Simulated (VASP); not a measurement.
# Pd (Fm-3m) in VASP: further runs

Pd is run at these levels: PBE+D3(BJ), revPBE; tasks: single point.

Program: VASP 6.6.1. These are calculated values, not measurements. Logs are shortened: lines on timing, memory, paths and dates and some standing lists are left out, and cuts for length are marked.

## Step 1: The cell of the first run

It takes space group Fm-3m (No. 225, cubic). The conventional cell has a = 3.944 Å, b = 3.944 Å, c = 3.944 Å, α = 90.00°, β = 90.00°, γ = 90.00°. Pd (site symmetry m-3m) has 12 Pd at 2.79 Å within 3.7 Å.

## Step 2: Single point, PBE+D3(BJ)

INCAR

```
ALGO = Normal
EDIFF = 1E-6
ENCUT = 520
GGA = PE
ISIF = 2
ISMEAR = -1
IVDW = 12
LASPH = True
LCHARG = True
LELF = True
LREAL = False
LVHAR = True
LWAVE = False
NBANDS = 11
NELM = 100
PREC = Accurate
SIGMA = 0.05
```

KPOINTS

```
k-points
0
Gamma
  12 12 12
```

POSCAR

```
Pd
1.0
    0.0000000000      1.9721147795      1.9721147795
    1.9721147795      0.0000000000      1.9721147795
    1.9721147795      1.9721147795      0.0000000000
Pd
1
Direct
    0.0000000000      0.0000000000      0.0000000000
```

Potentials or basis: VASP PAW PBE potentials, release 64 (Pd).

Command:

```console
$ cat potpaw_PBE.64/Pd/POTCAR > POTCAR
$ mpirun -np 1 vasp_std > vasp.out
```

OUTCAR:

```text
EDIFF = 1E-6
   ENCUT = 520
   GGA = PE
   ISIF = 2
   ISMEAR = -1
   IVDW = 12
   LASPH = True
   LREAL = False
   NELM = 100
   PREC = Accurate
 IVDW          = 12

 ion  position               nearest neighbor table
   1  0.000  0.000  0.000-

  LATTYP: Found a face centered cubic cell.
 ALAT       =     3.9442295590

  Lattice vectors:

 A1 = (   0.0000000000,   1.9721147795,   1.9721147795)
 A2 = (   1.9721147795,   0.0000000000,   1.9721147795)
 A3 = (   1.9721147795,   1.9721147795,   0.0000000000)

Analysis of symmetry for initial positions (statically):
[... 33 lines left out ...]
                                     Primitive cell

  volume of cell :      15.3400

  direct lattice vectors                    reciprocal lattice vectors
     0.000000000  1.972114780  1.972114780    -0.253534939  0.253534939  0.253534939
     1.972114780  0.000000000  1.972114780     0.253534939 -0.253534939  0.253534939
     1.972114780  1.972114780  0.000000000     0.253534939  0.253534939 -0.253534939

  length of vectors
     2.788991468  2.788991468  2.788991468     0.439135396  0.439135396  0.439135396

  position of ions in fractional coordinates (direct lattice)
     0.000000000  0.000000000  0.000000000

  ion indices of the primitive-cell ions
   primitive index   ion index
                 1           1

----------------------------------------------------------------------------------------

 KPOINTS: k-points

Automatic generation of k-mesh.
 Grid dimensions read from file:
 generate k-points for:   12   12   12

 Generating k-lattice:

  Cartesian coordinates                     Fractional coordinates (reciprocal lattice)
    -0.021127912  0.021127912  0.021127912     0.083333333  0.000000000  0.000000000
     0.021127912 -0.021127912  0.021127912     0.000000000  0.083333333  0.000000000
     0.021127912  0.021127912 -0.021127912     0.000000000  0.000000000  0.083333333

  Length of vectors
     0.036594616  0.036594616  0.036594616

  Shift w.r.t. Gamma in fractional coordinates (k-lattice)
     0.000000000  0.000000000  0.000000000

 Subroutine IBZKPT returns following result:
 ===========================================

 Found     72 irreducible k-points:

 Following reciprocal coordinates:
            Coordinates               Weight
  0.000000  0.000000  0.000000      1.000000
  0.083333  0.000000  0.000000      8.000000
  0.166667  0.000000  0.000000      8.000000
  0.250000  0.000000  0.000000      8.000000
  0.333333  0.000000  0.000000      8.000000
  0.416667  0.000000  0.000000      8.000000
[... 16 lines left out ...]
  0.500000  0.166667  0.000000     24.000000
 -0.416667  0.166667  0.000000     24.000000
 [... further k-points ...]
   k-points           NKPTS =     72   k-points in BZ     NKDIM =     72   number of bands    NBANDS=     11
   number of dos      NEDOS =    301   number of ions     NIONS =      1
   total plane-waves  NPLWV =  13824
   dimension x,y,z NGX =    24 NGY =   24 NGZ =   24
   dimension x,y,z NGXF=    48 NGYF=   48 NGZF=   48
   ions per type =               1
   NGX,Y,Z   is equivalent  to a cutoff of  14.31, 14.31, 14.31 a.u.
   NGXF,Y,Z  is equivalent  to a cutoff of  28.61, 28.61, 28.61 a.u.
 SYSTEM =  unknown system
   PREC   = accura    normal or accurate (medium, high low for compatibility)
   ISTART =      0    job   : 0-new  1-cont  2-samecut
   ICHARG =      2    charge: 1-file 2-atom 10-const
   ISPIN  =      1    spin polarized calculation?
   LNONCOLLINEAR =      F non collinear calculations
   LSORBIT =      F    spin-orbit coupling
   LASPH  =      T    aspherical Exc in radial PAW
   ENCUT  =  520.0 eV  38.22 Ry    6.18 a.u.   5.19  5.19  5.19*2*pi/ulx,y,z
   NELM   =    100;   NELMIN=  2; NELMDL= -5     # of ELM steps
   EDIFF  = 0.1E-05   stopping-criterion for ELM
   LREAL  =      F    real-space projection
   EDIFFG = 0.1E-04   stopping-criterion for IOM
   NSW    =      0    number of steps for IOM
   IBRION =     -1    ionic relax: 0-MD 1-quasi-New 2-CG
   NFREE  =      0    steps in history (QN), initial steepest desc. (CG)
   ISIF   =      2    stress and relaxation
   ISYM   =      2    0-nonsym 1-usesym 2-fastsym
   POTIM  = 0.5000    time-step for ionic-motion
   TEBEG  =    0.0;   TEEND  =   0.0 temperature during run
   PSTRESS=    0.0 pullay stress
   NELECT =      10.0000    total number of electrons
   NUPDOWN=      -1.0000    fix difference up-down
   EMIN   =  10.00;   EMAX   =-10.00  energy-range for DOS
   EFERMI =   0.00;   METHOD = LEGACY
   ISMEAR =    -1;   SIGMA  =   0.05  broadening in eV -4-tet -1-fermi 0-gaus
   EFERMI_NEDOS =   21; number of points for ismear=-14 and -15
   IALGO  =     38    algorithm
   IMIX   =      4    mixing-type and parameters
     AMIX     =   0.40;   BMIX     =  1.00
     AMIX_MAG =   1.60;   BMIX_MAG =  1.00
  volume/ion in A,a.u.               =      15.34       103.52
  Fermi-wavevector in a.u.,A,eV,Ry     =   1.419491  2.682449 27.415123  2.014955
  Thomas-Fermi vector in A             =   2.540506
   LORBIT       =      0    0 simple, 1 ext, 2 COOP (PROOUT), +10 PAW based schemes
   GGA     = PE    functional components
   LHFCALC =     F    Hartree Fock is set to
   AEXX    =    0.0000 exact exchange contribution
   IVDW    =    12    specifies the selected vdW correction
   LEPSILON=     F    determine dielectric tensor
   LRPA    =     F    only Hartree local field effects (RPA)
 non-spin polarized calculation
  energy-cutoff  :      520.00
  volume of cell :       15.34
 maximum number of plane-waves:       432
 NGX is ok and might be reduce to    24
   NGX = 11   NGY = 11   NGZ = 11

 number of electron      10.0000000 magnetization

 Free energy of the ion-electron system (eV)
  ---------------------------------------------------
  ext. energy  EPLUGINS =         0.00000000
  ---------------------------------------------------
  free energy    TOTEN  =        -5.23041020 eV

  energy without entropy =       -5.20993370  energy(sigma->0) =       -5.22017195

 E-fermi :   9.1042     XC(G=0): -12.9429

 val. band max:        9.1036164091   @ k =  -0.3333   0.4167   0.0833
 cond. band min:       9.1042586498   @ k =   0.5000   0.4167   0.0833
 fundamental gap:      0.0006422406
 Fermi energy:         9.1042193002

 k-point     1 :       0.0000    0.0000    0.0000
  band No.  band energies     occupation
      1       2.2948      2.00000
      2       6.4600      2.00000
      3       6.4600      2.00000
      4       6.4600      2.00000
      5       7.9701      2.00000
      6       7.9701      2.00000
      7      26.3010      0.00000
      8      30.8562      0.00000
      9      30.8562      0.00000
     10      30.8562      0.00000
     11      35.4345      0.00000

 k-point     2 :       0.0833    0.0000    0.0000
  band No.  band energies     occupation
      1       2.5366      2.00000
      2       6.3804      2.00000
      3       6.5400      2.00000
      4       6.5400      2.00000
      5       7.9344      2.00000
      6       7.9344      2.00000
      7      26.5199      0.00000
      8      29.3651      0.00000
      9      31.1137      0.00000
     10      31.1137      0.00000
     11      35.5747      0.00000

 k-point     3 :       0.1667    0.0000    0.0000
  band No.  band energies     occupation
      1       3.1941      2.00000
      2       6.2432      2.00000
      3       6.7019      2.00000
      4       6.7019      2.00000
      5       7.9120      2.00000
      6       7.9120      2.00000
      7      26.1171      0.00000
      8      27.5332      0.00000
      9      31.7673      0.00000
     10      31.7673      0.00000
     11      34.9505      0.00000

 k-point     4 :       0.2500    0.0000    0.0000
  band No.  band energies     occupation
      1       3.9409      2.00000
      2       6.4386      2.00000
      3       6.7365      2.00000
      4       6.7365      2.00000
      5       8.1141      2.00000
      6       8.1141      2.00000
      7      23.3330      0.00000
      8      27.2629      0.00000
      9      32.2539      0.00000
     10      32.2539      0.00000
     11      34.5707      0.00000

 k-point     5 :       0.3333    0.0000    0.0000
  band No.  band energies     occupation
      1       4.2184      2.00000
      2       6.6092      2.00000
      3       6.6092      2.00000
      4       7.5404      2.00000
      5       8.5379      1.99998
      6       8.5379      1.99998
      7      20.2679      0.00000
      8      26.5426      0.00000
      9      31.4311      0.00000
     10      31.4311      0.00000
     11      35.0555      0.00000
[... 211 lines left out ...]
 k-point    21 :       0.3333    0.1667    0.0000
  band No.  band energies     occupation
      1       4.6498      2.00000
      2       5.7095      2.00000
      3       6.6353      2.00000
      4       7.2548      2.00000
      5       8.7312      1.99885
      6       8.7700      1.99750
      7      22.7746      0.00000
      8      27.1510      0.00000
      9      27.6203      0.00000
     10      29.8113      0.00000
     11      34.7369      0.00000

 k-point    22 :       0.4167    0.1667    0.0000
  band No.  band energies     occupation
      1       4.6974      2.00000
      2       6.0725      2.00000
      3       6.6308      2.00000
      4       7.1254      2.00000
      5       9.0536      1.46660
      6      10.3058      0.00000
      7      19.6335      0.00000
      8      26.1659      0.00000
      9      27.2982      0.00000
     10      29.0281      0.00000
     11      35.5695      0.00000

 k-point    23 :       0.5000    0.1667    0.0000
  band No.  band energies     occupation
      1       4.6654      2.00000
      2       6.0161      2.00000
      3       6.9891      2.00000
      4       7.1355      2.00000
      5       9.1351      0.70037
      6      12.1349      0.00000
      7      16.9525      0.00000
      8      25.2962      0.00000
      9      27.5701      0.00000
     10      28.1503      0.00000
     11      35.5877      0.00000

 k-point    24 :      -0.4167    0.1667    0.0000
  band No.  band energies     occupation
      1       4.7139      2.00000
      2       6.0222      2.00000
      3       6.9246      2.00000
      4       7.3301      2.00000
      5       8.8854      1.97517
      6      12.6761      0.00000
      7      16.4386      0.00000
      8      24.6869      0.00000
      9      27.7416      0.00000
     10      28.5961      0.00000
     11      35.5781      0.00000

 [... further k-points ...]

------------------------ aborting loop because EDIFF is reached ----------------------------------------

 Edisp (eV)   -0.64136

 E8    (eV) :    -0.2833

  FORCE on cell =-STRESS in cart. coord.  units (eV):
  Direction    XX          YY          ZZ          XY          YZ          ZX
  --------------------------------------------------------------------------------------
  -------------------------------------------------------------------------------------
  Total      -0.72362    -0.72362    -0.72362     0.00000     0.00000    -0.00000
  in kB     -75.57811   -75.57811   -75.57811     0.00000     0.00000    -0.00000
  external pressure =      -75.58 kB  Pullay stress =        0.00 kB

 VOLUME and BASIS-vectors are now :
 -----------------------------------------------------------------------------
  energy-cutoff  :      520.00
  volume of cell :       15.34
      direct lattice vectors                 reciprocal lattice vectors
     0.000000000  1.972114780  1.972114780    -0.253534939  0.253534939  0.253534939
     1.972114780  0.000000000  1.972114780     0.253534939 -0.253534939  0.253534939
     1.972114780  1.972114780  0.000000000     0.253534939  0.253534939 -0.253534939

 POSITION                                       TOTAL-FORCE (eV/Angst)
 -----------------------------------------------------------------------------------
      0.00000      0.00000      0.00000         0.000000     -0.000000      0.000000
 -----------------------------------------------------------------------------------
    total drift:                                0.000000      0.000000     -0.000000

  FREE ENERGIE OF THE ION-ELECTRON SYSTEM (eV)
  ---------------------------------------------------
  free  energy   TOTEN  =        -5.8717685699 eV

  energy  without entropy=       -5.8512920685  energy(sigma->0) =       -5.86153032
```

Run time: 6.9 s. Hardware: 1 thread of Intel Xeon 6975P-C, shared host; peak memory 0.15 GiB.

Results:

| Quantity | Value |
| --- | --- |
| Free energy | -5.8718 eV |
| Pressure | -7.6 GPa |
| Band gap on the k mesh | zero (band 5 reaches 9.39 eV, above the bottom of band 6 at 7.91 eV) |
| Dispersion energy per atom | -0.641 eV |

Levels at points of the mesh, in eV from the Fermi level:
```
           k point  band 1  band 2  band 3  band 4  band 5  band 6  band 7  band 8  band 9  band 10
(0.00, 0.00, 0.00)   -6.81   -2.64   -2.64   -2.64   -1.13   -1.13   17.20   21.75   21.75    21.75
(0.50, 0.00, 0.00)   -4.97   -2.69   -2.69   -0.01   -0.01    1.13    7.04   16.55   20.75    20.75
(0.50, 0.50, 0.00)   -5.04   -4.77   -0.04    0.28    0.28    3.38   10.40   13.03   13.03    21.03
```

Caveat: pairwise dispersion overbinds metals, which lowers pressure and volume.

(Part 1 of 2 ends here.)
